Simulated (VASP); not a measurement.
# LiCl (F-43m) in VASP: a series of runs

The runs below take LiCl through single point, with PBE.

Everything below comes from runs of VASP 6.6.1. Logs are shortened: lines on timing, memory, paths and dates and some standing lists are left out, and cuts for length are marked.

### Step 1. The cell of the first run

The structure is cubic, space group F-43m (No. 216). Conventional cell: a = 5.466 Å, b = 5.466 Å, c = 5.466 Å, α = 90.00°, β = 90.00°, γ = 90.00°. Li (site symmetry -43m) has 4 Cl at 2.37 Å within 3.1 Å. Within 3.1 Å of Cl (site symmetry -43m) lie 4 Li at 2.37 Å.

### Step 2. Single point, PBE

The input, INCAR:

```
SYSTEM = LiCl
PREC = Accurate
ENCUT = 520
EDIFF = 1E-7
ISMEAR = 0
SIGMA = 0.01
LREAL = .False.
LASPH = .True.
NELM = 100
ALGO = Normal
ISIF = 2
LWAVE = .False.
LCHARG = .True.
GGA = PE
LELF = .True.
LVHAR = .True.
NBANDS = 12
```

The input, KPOINTS:

```
Automatic mesh
0
Gamma
  4 4 4
  0 0 0
```

The input, POSCAR:

```
LiCl
1.0
    0.0000000000      2.7330437090      2.7330437090
    2.7330437090      0.0000000000      2.7330437090
    2.7330437090      2.7330437090      0.0000000000
Li Cl
1 1
Direct
    0.0000000000      0.0000000000      0.0000000000
    0.2500000000      0.2500000000      0.2500000000
```

Potentials or basis: VASP PAW PBE potentials, release 64 (Li_sv, Cl).

The run is started by

```
> cat potpaw_PBE.64/Li_sv/POTCAR potpaw_PBE.64/Cl/POTCAR > POTCAR
> mpirun -np 1 vasp_std > vasp.out
```

OUTCAR:

```text
SYSTEM = LiCl
   PREC = Accurate
   ENCUT = 520
   EDIFF = 1E-7
   ISMEAR = 0
   LREAL = .False.
   LASPH = .True.
   NELM = 100
   ISIF = 2
   GGA = PE

 ion  position               nearest neighbor table
   1  0.000  0.000  0.000-   2 2.37   2 2.37   2 2.37   2 2.37
   2  0.250  0.250  0.250-   1 2.37   1 2.37   1 2.37   1 2.37

  LATTYP: Found a face centered cubic cell.
 ALAT       =     5.4660874180

  Lattice vectors:

 A1 = (   0.0000000000,   2.7330437090,   2.7330437090)
 A2 = (   2.7330437090,   0.0000000000,   2.7330437090)
 A3 = (   2.7330437090,   2.7330437090,   0.0000000000)

Analysis of symmetry for initial positions (statically):
=====================================================================
 Subroutine PRICEL returns:
 Original cell was already a primitive cell.

 Routine SETGRP: Setting up the symmetry group for a
 face centered cubic supercell.

 Subroutine GETGRP returns: Found 24 space group operations
 (whereof 24 operations were pure point group operations)
 out of a pool of 48 trial point group operations.

The static configuration has the point symmetry T_d .

Analysis of symmetry for dynamics (positions and initial velocities):
=====================================================================
 Subroutine PRICEL returns:
 Original cell was already a primitive cell.

 Routine SETGRP: Setting up the symmetry group for a
 face centered cubic supercell.

 Subroutine GETGRP returns: Found 24 space group operations
 (whereof 24 operations were pure point group operations)
 out of a pool of 48 trial point group operations.

The dynamic configuration has the point symmetry T_d .

 Subroutine INISYM returns: Found 24 space group operations
 (whereof 24 operations are pure point group operations),
 and found     1 'primitive' translations

----------------------------------------------------------------------------------------

                                     Primitive cell

  volume of cell :      40.8291

  direct lattice vectors                    reciprocal lattice vectors
     0.000000000  2.733043709  2.733043709    -0.182946214  0.182946214  0.182946214
     2.733043709  0.000000000  2.733043709     0.182946214 -0.182946214  0.182946214
     2.733043709  2.733043709  0.000000000     0.182946214  0.182946214 -0.182946214

  length of vectors
     3.865107480  3.865107480  3.865107480     0.316872138  0.316872138  0.316872138

  position of ions in fractional coordinates (direct lattice)
     0.000000000  0.000000000  0.000000000
     0.250000000  0.250000000  0.250000000

  ion indices of the primitive-cell ions
   primitive index   ion index
                 1           1
                 2           2

----------------------------------------------------------------------------------------

 KPOINTS: Automatic mesh

Automatic generation of k-mesh.
 Grid dimensions read from file:
 generate k-points for:    4    4    4

 Generating k-lattice:

  Cartesian coordinates                     Fractional coordinates (reciprocal lattice)
    -0.045736554  0.045736554  0.045736554     0.250000000  0.000000000  0.000000000
     0.045736554 -0.045736554  0.045736554     0.000000000  0.250000000  0.000000000
     0.045736554  0.045736554 -0.045736554     0.000000000  0.000000000  0.250000000

  Length of vectors
     0.079218035  0.079218035  0.079218035

  Shift w.r.t. Gamma in fractional coordinates (k-lattice)
     0.000000000  0.000000000  0.000000000

 Subroutine IBZKPT returns following result:
 ===========================================

 Found      8 irreducible k-points:

 Following reciprocal coordinates:
            Coordinates               Weight
  0.000000  0.000000  0.000000      1.000000
  0.250000  0.000000  0.000000      8.000000
  0.500000  0.000000  0.000000      4.000000
  0.250000  0.250000  0.000000      6.000000
  0.500000  0.250000  0.000000     24.000000
 -0.250000  0.250000  0.000000     12.000000
  0.500000  0.500000  0.000000      3.000000
 -0.250000  0.500000  0.250000      6.000000
   k-points           NKPTS =      8   k-points in BZ     NKDIM =      8   number of bands    NBANDS=     12
   number of dos      NEDOS =    301   number of ions     NIONS =      2
   total plane-waves  NPLWV =  27000
   dimension x,y,z NGX =    30 NGY =   30 NGZ =   30
   dimension x,y,z NGXF=    60 NGYF=   60 NGZF=   60
   ions per type =               1   1
   NGX,Y,Z   is equivalent  to a cutoff of  12.90, 12.90, 12.90 a.u.
   NGXF,Y,Z  is equivalent  to a cutoff of  25.81, 25.81, 25.81 a.u.
 SYSTEM =  LiCl
   PREC   = accura    normal or accurate (medium, high low for compatibility)
   ISTART =      0    job   : 0-new  1-cont  2-samecut
   ICHARG =      2    charge: 1-file 2-atom 10-const
   ISPIN  =      1    spin polarized calculation?
   LNONCOLLINEAR =      F non collinear calculations
   LSORBIT =      F    spin-orbit coupling
   LASPH  =      T    aspherical Exc in radial PAW
   ENCUT  =  520.0 eV  38.22 Ry    6.18 a.u.   7.19  7.19  7.19*2*pi/ulx,y,z
   NELM   =    100;   NELMIN=  2; NELMDL= -5     # of ELM steps
   EDIFF  = 0.1E-06   stopping-criterion for ELM
   LREAL  =      F    real-space projection
   EDIFFG = 0.1E-05   stopping-criterion for IOM
   NSW    =      0    number of steps for IOM
   IBRION =     -1    ionic relax: 0-MD 1-quasi-New 2-CG
   NFREE  =      0    steps in history (QN), initial steepest desc. (CG)
   ISIF   =      2    stress and relaxation
   ISYM   =      2    0-nonsym 1-usesym 2-fastsym
   POTIM  = 0.5000    time-step for ionic-motion
   TEBEG  =    0.0;   TEEND  =   0.0 temperature during run
   PSTRESS=    0.0 pullay stress
   NELECT =      10.0000    total number of electrons
   NUPDOWN=      -1.0000    fix difference up-down
   EMIN   =  10.00;   EMAX   =-10.00  energy-range for DOS
   EFERMI =   0.00;   METHOD = LEGACY
   ISMEAR =     0;   SIGMA  =   0.01  broadening in eV -4-tet -1-fermi 0-gaus
   EFERMI_NEDOS =   21; number of points for ismear=-14 and -15
   IALGO  =     38    algorithm
   IMIX   =      4    mixing-type and parameters
     AMIX     =   0.40;   BMIX     =  1.00
     AMIX_MAG =   1.60;   BMIX_MAG =  1.00
  volume/ion in A,a.u.               =      20.41       137.76
  Fermi-wavevector in a.u.,A,eV,Ry     =   1.024279  1.935607 14.274517  1.049147
  Thomas-Fermi vector in A             =   2.158058
   LORBIT       =      0    0 simple, 1 ext, 2 COOP (PROOUT), +10 PAW based schemes
   GGA     = PE    functional components
   LHFCALC =     F    Hartree Fock is set to
   AEXX    =    0.0000 exact exchange contribution
   IVDW    =     0    specifies the selected vdW correction
   LEPSILON=     F    determine dielectric tensor
   LRPA    =     F    only Hartree local field effects (RPA)
 non-spin polarized calculation
 Gauss-broadening in eV      SIGMA  =   0.01
  energy-cutoff  :      520.00
  volume of cell :       40.83
 maximum number of plane-waves:      1124
 NGX is ok and might be reduce to    30
   NGX = 15   NGY = 15   NGZ = 15

 number of electron      10.0000001 magnetization

 Free energy of the ion-electron system (eV)
  ---------------------------------------------------
  ext. energy  EPLUGINS =         0.00000000
  ---------------------------------------------------
  free energy    TOTEN  =        -7.42371257 eV

  energy without entropy =       -7.42371257  energy(sigma->0) =       -7.42371257

 E-fermi :  -1.0446     XC(G=0):  -7.7272

 val. band max:       -1.1384185482   @ k =   0.0000   0.0000   0.0000
 cond. band min:       4.9162329031   @ k =   0.0000   0.0000   0.0000
 fundamental gap:      6.0546514513
 Fermi energy:        -1.0445518570

 k-point     1 :       0.0000    0.0000    0.0000
  band No.  band energies     occupation
      1     -43.9813      2.00000
      2     -13.8725      2.00000
      3      -1.1384      2.00000
      4      -1.1384      2.00000
      5      -1.1384      2.00000
      6       4.9162      0.00000
      7       9.0396      0.00000
      8       9.0396      0.00000
      9       9.0396      0.00000
     10      13.3980      0.00000
     11      13.3980      0.00000
     12      16.5825      0.00000

 k-point     2 :       0.2500    0.0000    0.0000
  band No.  band energies     occupation
      1     -43.9806      2.00000
      2     -13.7298      2.00000
      3      -2.2742      2.00000
      4      -1.2907      2.00000
      5      -1.2907      2.00000
      6       6.1887      0.00000
      7       9.3498      0.00000
      8       9.4268      0.00000
      9       9.4268      0.00000
     10      12.7105      0.00000
     11      12.7105      0.00000
     12      15.0342      0.00000

 k-point     3 :       0.5000    0.0000    0.0000
  band No.  band energies     occupation
      1     -43.9799      2.00000
      2     -13.5765      2.00000
      3      -3.1702      2.00000
      4      -1.4305      2.00000
      5      -1.4305      2.00000
      6       7.2463      0.00000
      7       9.2090      0.00000
      8       9.2090      0.00000
      9       9.6167      0.00000
     10      15.0253      0.00000
     11      15.0253      0.00000
     12      15.3033      0.00000

 k-point     4 :       0.2500    0.2500    0.0000
  band No.  band energies     occupation
      1     -43.9804      2.00000
      2     -13.6838      2.00000
      3      -2.1137      2.00000
      4      -1.5873      2.00000
      5      -1.5873      2.00000
      6       6.0835      0.00000
      7       9.0761      0.00000
      8      10.3335      0.00000
      9      10.4005      0.00000
     10      10.4005      0.00000
     11      14.3287      0.00000
     12      18.3513      0.00000

 k-point     5 :       0.5000    0.2500    0.0000
  band No.  band energies     occupation
      1     -43.9796      2.00000
      2     -13.5314      2.00000
      3      -2.8073      2.00000
      4      -1.9754      2.00000
      5      -1.7208      2.00000
      6       6.7905      0.00000
      7       8.9129      0.00000
      8      10.3376      0.00000
      9      10.6524      0.00000
     10      12.6504      0.00000
     11      15.1404      0.00000
     12      15.7862      0.00000

 k-point     6 :      -0.2500    0.2500    0.0000
  band No.  band energies     occupation
      1     -43.9799      2.00000
      2     -13.5808      2.00000
      3      -2.6918      2.00000
      4      -2.0109      2.00000
      5      -1.4417      2.00000
      6       7.7052      0.00000
      7       8.1926      0.00000
      8      10.0881      0.00000
      9      10.1302      0.00000
     10      12.0913      0.00000
     11      14.4388      0.00000
     12      15.7712      0.00000

 k-point     7 :       0.5000    0.5000    0.0000
  band No.  band energies     occupation
      1     -43.9794      2.00000
      2     -13.4848      2.00000
      3      -2.7847      2.00000
      4      -1.9803      2.00000
      5      -1.9803      2.00000
      6       5.5027      0.00000
      7       8.5225      0.00000
      8      12.3684      0.00000
      9      12.8071      0.00000
     10      12.8071      0.00000
     11      15.7936      0.00000
     12      15.9743      0.00000

 k-point     8 :      -0.2500    0.5000    0.2500
  band No.  band energies     occupation
      1     -43.9794      2.00000
      2     -13.4810      2.00000
      3      -2.5536      2.00000
      4      -2.2692      2.00000
      5      -2.1253      2.00000
      6       7.0148      0.00000
      7       9.6428      0.00000
      8       9.6968      0.00000
      9      10.7857      0.00000
     10      13.0214      0.00000
     11      15.2313      0.00000
     12      15.9692      0.00000

------------------------ aborting loop because EDIFF is reached ----------------------------------------

  FORCE on cell =-STRESS in cart. coord.  units (eV):
  Direction    XX          YY          ZZ          XY          YZ          ZX
  --------------------------------------------------------------------------------------
  -------------------------------------------------------------------------------------
  Total        0.1620466      0.1620466      0.1620466      0.0000000      0.0000000     -0.0000000
  in kB        6.3588827      6.3588827      6.3588827      0.0000000      0.0000000     -0.0000000
  external PRESSURE =       6.3588827 kB  Pullay stress =       0.0000000 kB

 VOLUME and BASIS-vectors are now :
 -----------------------------------------------------------------------------
  energy-cutoff  :      520.00
  volume of cell :       40.83
      direct lattice vectors                 reciprocal lattice vectors
     0.000000000  2.733043709  2.733043709    -0.182946214  0.182946214  0.182946214
     2.733043709  0.000000000  2.733043709     0.182946214 -0.182946214  0.182946214
     2.733043709  2.733043709  0.000000000     0.182946214  0.182946214 -0.182946214

 POSITION                                       TOTAL-FORCE (eV/Angst)
 -----------------------------------------------------------------------------------
      0.00000      0.00000      0.00000         0.000000      0.000000      0.000000
      1.36652      1.36652      1.36652        -0.000000     -0.000000     -0.000000
 -----------------------------------------------------------------------------------
    total drift:                                0.000000      0.000000      0.000000

  FREE ENERGIE OF THE ION-ELECTRON SYSTEM (eV)
  ---------------------------------------------------
  free  energy   TOTEN  =        -7.4237125708 eV

  energy  without entropy=       -7.4237125708  energy(sigma->0) =       -7.42371257
```

Run time: 11 s. Hardware: 1 thread of Intel Xeon 8259CL, shared host; peak memory 0.15 GiB.

What came out:

```
Free energy            : -7.4237 eV
Band gap on the k mesh : 6.05 eV
```

Caveat: the k points lie up to 0.50 Å⁻¹ apart; the cutoff is under 1.25 times the usual one of these potentials, so pressure, stress and relaxed cells hold a basis-set (Pulay) error.

### Step 3. Single point, PBE

The input, INCAR:

```
  ALGO = Normal
  EDIFF = 1E-6
  ENCUT = 520
  GGA = PE
  ISIF = 2
  ISMEAR = 0
  LASPH = True
  LCHARG = False
  LREAL = False
  LWAVE = False
  NBANDS = 12
  NELM = 80
  PREC = Accurate
  SIGMA = 0.01
```

The input, KPOINTS:

```
k-points
0
Gamma
  4 4 4
```

POSCAR is that of step 2.

Potentials or basis: VASP PAW PBE potentials, release 64 (Li_sv, Cl).

The run is started by

```
> cat potpaw_PBE.64/Li_sv/POTCAR potpaw_PBE.64/Cl/POTCAR > POTCAR
> mpirun -np 1 vasp_std > vasp.out
```

OUTCAR:

```text
EDIFF = 1E-6
   ENCUT = 520
   GGA = PE
   ISIF = 2
   ISMEAR = 0
   LASPH = True
   LREAL = False
   NELM = 80
   PREC = Accurate

 ion  position               nearest neighbor table
   1  0.000  0.000  0.000-   2 2.37   2 2.37   2 2.37   2 2.37
   2  0.250  0.250  0.250-   1 2.37   1 2.37   1 2.37   1 2.37

  LATTYP: Found a face centered cubic cell.
 ALAT       =     5.4660874180

  Lattice vectors:

 A1 = (   0.0000000000,   2.7330437090,   2.7330437090)
[... 288 lines left out ...]
------------------------ aborting loop because EDIFF is reached ----------------------------------------

  FORCE on cell =-STRESS in cart. coord.  units (eV):
  Direction    XX          YY          ZZ          XY          YZ          ZX
  --------------------------------------------------------------------------------------
  -------------------------------------------------------------------------------------
  Total        0.1620973      0.1620973      0.1620973      0.0000000      0.0000000     -0.0000000
  in kB        6.3608720      6.3608720      6.3608720      0.0000000      0.0000000     -0.0000000
  external PRESSURE =       6.3608720 kB  Pullay stress =       0.0000000 kB

 VOLUME and BASIS-vectors are now :
 -----------------------------------------------------------------------------
  energy-cutoff  :      520.00
  volume of cell :       40.83
      direct lattice vectors                 reciprocal lattice vectors
     0.000000000  2.733043709  2.733043709    -0.182946214  0.182946214  0.182946214
     2.733043709  0.000000000  2.733043709     0.182946214 -0.182946214  0.182946214
     2.733043709  2.733043709  0.000000000     0.182946214  0.182946214 -0.182946214

 POSITION                                       TOTAL-FORCE (eV/Angst)
 -----------------------------------------------------------------------------------
      0.00000      0.00000      0.00000        -0.000000     -0.000000     -0.000000
      1.36652      1.36652      1.36652         0.000000      0.000000      0.000000
 -----------------------------------------------------------------------------------
    total drift:                                0.000000      0.000000      0.000000

  FREE ENERGIE OF THE ION-ELECTRON SYSTEM (eV)
  ---------------------------------------------------
  free  energy   TOTEN  =        -7.4237125988 eV

  energy  without entropy=       -7.4237125988  energy(sigma->0) =       -7.42371260
```

OSZICAR:

```text
N       E                     dE             d eps       ncg     rms          rms(c)
DAV:   1     0.423101348664E+02    0.42310E+02   -0.41684E+03   192   0.764E+02
DAV:   2    -0.471338014336E+01   -0.47024E+02   -0.45650E+02   240   0.142E+02
DAV:   3    -0.743637457924E+01   -0.27230E+01   -0.27126E+01   260   0.363E+01
DAV:   4    -0.753633458049E+01   -0.99960E-01   -0.99934E-01   280   0.691E+00
DAV:   5    -0.753702189751E+01   -0.68732E-03   -0.68731E-03   268   0.605E-01    0.232E+00
DAV:   6    -0.740906641904E+01    0.12796E+00   -0.28719E-01   220   0.227E+00    0.172E+00
DAV:   7    -0.741183339403E+01   -0.27670E-02   -0.79205E-02   224   0.133E+00    0.101E+00
DAV:   8    -0.742318224055E+01   -0.11349E-01   -0.13669E-02   216   0.721E-01    0.179E-01
DAV:   9    -0.742330610543E+01   -0.12386E-03   -0.22801E-04   280   0.106E-01    0.952E-02
DAV:  10    -0.742371160397E+01   -0.40550E-03   -0.62453E-04   224   0.136E-01    0.466E-02
DAV:  11    -0.742370946256E+01    0.21414E-05   -0.14575E-05   280   0.233E-02    0.715E-03
DAV:  12    -0.742371207496E+01   -0.26124E-05   -0.21169E-06   236   0.898E-03    0.123E-03
DAV:  13    -0.742371259883E+01   -0.52387E-06   -0.57152E-07   236   0.434E-03
   1 F= -.74237126E+01 E0= -.74237126E+01  d E =-.125604E-41
```

stdout:

```text
POSCAR found type information on POSCAR LiCl
 POSCAR found :  2 types and       2 ions
 scaLAPACK will be used
 LDA part: xc-table for (Slater+PW92), standard interpolation
 POSCAR, INCAR and KPOINTS ok, starting setup
 FFT: planning ... GRIDC
 FFT: planning ... GRID_SOFT
 FFT: planning ... GRID
 WAVECAR not read
 entering main loop
```

Run time: 9.8 s. Hardware: 1 thread of Intel Xeon 8259CL, shared host; peak memory 0.15 GiB.

What came out:

```yaml
Free_energy: -7.4237 eV
Band_gap_on_the_k_mesh: 6.05 eV
```

Levels at points of the mesh, in eV from the valence-band top:
```csv
k point,band 2,band 3,band 4,band 5,band 6,band 7,band 8,band 9
"(0.00, 0.00, 0.00)",-12.73,0.00,0.00,0.00,6.05,10.18,10.18,10.18
"(0.50, 0.00, 0.00)",-12.44,-2.03,-0.29,-0.29,8.38,10.35,10.35,10.76
"(0.50, 0.50, 0.00)",-12.35,-1.65,-0.84,-0.84,6.64,9.66,13.51,13.95
```

Caveat: the k points lie up to 0.50 Å⁻¹ apart; the cutoff is under 1.25 times the usual one of these potentials, so pressure, stress and relaxed cells hold a basis-set (Pulay) error.
